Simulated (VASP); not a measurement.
Input of a VASP 6.6.1 run:

The input INCAR:

```
SYSTEM = CdPbS2
PREC     = Accurate       ! precision mode
ENCUT    = 520            ! plane-wave cutoff, eV
EDIFF    = 1E-6           ! SCF threshold, eV
ISMEAR   = -1             ! smearing method
SIGMA    = 0.02           ! smearing width, eV
LREAL    = .False.        ! projectors in reciprocal space
LASPH    = .True.         ! aspherical terms in the spheres
NELM     = 100            ! most SCF steps
ALGO     = Normal         ! electronic algorithm
ISIF     = 2              ! what is computed and relaxed
LWAVE    = .False.        ! write WAVECAR
LCHARG   = .True.         ! write CHGCAR
LELF     = .True.         ! ELF
LVHAR    = .True.       
NBANDS   = 27             ! bands
```

File KPOINTS:

```
regular mesh
0
Gamma
  7 7 7
  0 0 0
```

Contents of POSCAR:

```
CdPbS2
1.0
    6.8265333347      0.0000000000      0.0000000000
    5.6772468930      3.7908343522      0.0000000000
    5.6772468930      1.7211996817      3.3775578073
Cd Pb S
1 1 2
Direct
    0.0000000000      0.0000000000      0.0000000000
    0.5000000000      0.5000000000      0.5000000000
    0.7406546709      0.7406546709      0.7406546709
    0.2593453291      0.2593453291      0.2593453291
```

Potentials or basis: VASP PAW LDA potentials, release 64 (Cd, Pb_d, S).

The run is started by

```sh
$ cat potpaw_LDA.64/Cd/POTCAR potpaw_LDA.64/Pb_d/POTCAR potpaw_LDA.64/S/POTCAR > POTCAR
$ mpirun -np 1 vasp_std > vasp.out
```

(1) Estimate the pressure.

(2) Predict the largest force.

Results:

(1) 0.3 GPa.

(2) 0.031 eV/Å.
